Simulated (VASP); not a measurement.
A run of VASP 6.6.1:

Contents of INCAR:

```
SYSTEM = Pt
PREC = Accurate
ENCUT = 520
EDIFF = 1E-6
ISMEAR = 0
SIGMA = 0.1
LREAL = .FALSE.
LASPH = .TRUE.
NELM = 60
ALGO = Fast
ISIF = 2
LWAVE = .FALSE.
LCHARG = .FALSE.
GGA = PS
NBANDS = 11
```

The input KPOINTS:

```
regular mesh
0
G
  8 8 8
  0 0 0
```

The input POSCAR:

```
Pt
1.0
    0.0000000000      1.8687843642      1.8687843642
    1.8687843642      0.0000000000      1.8687843642
    1.8687843642      1.8687843642      0.0000000000
Pt
1
Direct
    0.0000000000      0.0000000000      0.0000000000
```

Potentials or basis: VASP PAW PBE potentials, release 64 (Pt).

Run with:

```console
$ cat potpaw_PBE.64/Pt/POTCAR > POTCAR
$ mpirun -np 1 vasp_std > vasp.out
```

Hardware: 1 thread of Intel Xeon 8259CL (shared host).

How long does it take, and how much memory?

Wall time 7.2 s on 1 thread of Intel Xeon 8259CL, with other jobs on the host, peak memory 0.13 GiB. Counts: scf iterations 13, k points 29.
